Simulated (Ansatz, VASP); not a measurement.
**C in VASP and in Ansatz**

Contents of INCAR:

```
SYSTEM = C
ALGO = Normal ; EDIFF = 1E-6
ENCUT = 520 ; ISIF = 2
ISMEAR = 0 ; LASPH = .TRUE.
LCHARG = .FALSE. ; LREAL = .FALSE.
LWAVE = .FALSE. ; NBANDS = 26
NELM = 60 ; PREC = Accurate
SIGMA = 0.05
```

Contents of KPOINTS:

```
k-points
0
G
  12 12 4
  0 0 0
```

File POSCAR:

```
C
1.0
    2.5477576841      0.0000000000      0.0000000000
   -1.2738788420      2.2064228771      0.0000000000
    0.0000000000      0.0000000000      7.8306598603
C
8
Direct
    0.0000000000      0.0000000000      0.1002408971
    0.0000000000      0.0000000000      0.6002408971
    0.0000000000      0.0000000000      0.3997591029
    0.0000000000      0.0000000000      0.8997591029
    0.3333333333      0.6666666667      0.1498652280
    0.6666666667      0.3333333333      0.6498652280
    0.3333333333      0.6666666667      0.3501347720
    0.6666666667      0.3333333333      0.8501347720
```

Input for Ansatz:

```yaml
crystal:
  lattice:
    - [2.5477576841, 0.0, 0.0]
    - [-1.273878842, 2.2064228771, 0.0]
    - [0.0, 0.0, 7.8306598603]
  atoms:
    - { symbol: C, position: [0.0, 0.0, 0.1002408971] }
    - { symbol: C, position: [0.0, 0.0, 0.6002408971] }
    - { symbol: C, position: [0.0, 0.0, 0.3997591029] }
    - { symbol: C, position: [0.0, 0.0, 0.8997591029] }
    - { symbol: C, position: [0.3333333333, 0.6666666667, 0.149865228] }
    - { symbol: C, position: [0.6666666667, 0.3333333333, 0.649865228] }
    - { symbol: C, position: [0.3333333333, 0.6666666667, 0.350134772] }
    - { symbol: C, position: [0.6666666667, 0.3333333333, 0.850134772] }
basis:
  ecutwfc: 520.0
kpoints:
  mp_grid: { grid: [12, 12, 4] }
hamiltonian:
  xc: lda
  pseudopotentials: { kind: paw, azcp: { folder: soft_1 } }
scf:
  occupations: { method: gaussian, width: 0.05 }
output:
  forces: true
  stress: true
  eigenvalues: true
```

Change from the starting cell: mode 21 frozen in at +0.060 Å, strain +e along z and -e/2 along x and y -0.0467.

Alike in both runs: task single point; functional LDA; k mesh 12 × 12 × 4; occupations gaussian, width 0.05 eV; no spin polarisation.

```csv
,VASP,Ansatz
version,VASP 6.6.1,Ansatz 0.2.0
potentials or method,"VASP PAW LDA potentials, release 64 (C), cutoff 520 eV","scalar-relativistic, plane waves, PAW"
valence electrons in the cell,32,32
```

Ansatz gave:

| Item | Value |
| --- | --- |
| gap on the k mesh at the Fermi level (eV) | 2.05 |
| least direct gap on the mesh (eV) | 3.84 |
| pressure (GPa) | 2.4 |
| traceless stress, the component that is largest in VASP (GPa) | 53.20 |
| rms of the force components (eV/Å) | 1.980 |

Q: Which values does VASP return?

A: gap on the k mesh at the Fermi level (eV): 2.04; least direct gap on the mesh (eV): 3.83; pressure (GPa): 4.1; traceless stress, the component that is largest in VASP (GPa): 53.01; rms of the force components (eV/Å): 1.979.

Ansatz warns that its potentials were made for another functional, while VASP's fit it. LDA's correlation is that of Perdew and Zunger in VASP and of Perdew and Wang (1992) in Ansatz. Atom by atom the forces differ by 0.002 eV/Å (rms over components).
